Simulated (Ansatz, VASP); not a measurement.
**RuSe: VASP beside Ansatz**

```
Ru Se
1.0
     0.00000    2.75202    2.75202
     2.75202    0.00000    2.75202
     2.75202    2.75202    0.00000
Ru Se
1 1
Cartesian
  0.0000 0.0000 0.0000
  1.3760 1.3760 1.3760
```

Alike in both runs: task single point; functional PBE; k mesh 10 × 10 × 10; occupations gaussian, width 0.05 eV; no spin polarisation.

|  | VASP | Ansatz |
| --- | --- | --- |
| version | VASP 6.6.1 | Ansatz 0.2.0 |
| potentials or method | VASP PAW PBE potentials, release 64 (Ru_pv, Se), cutoff 520 eV | scalar-relativistic, plane waves, PAW |
| valence electrons in the cell | 20 | 32 |

```csv
,VASP,Ansatz,Ansatz less VASP
pressure (GPa),0.1,0.0,-0.12
```

VASP's potentials hold 20 valence electrons a cell and Ansatz's 32, so a difference there can come from the potentials and not from the codes.
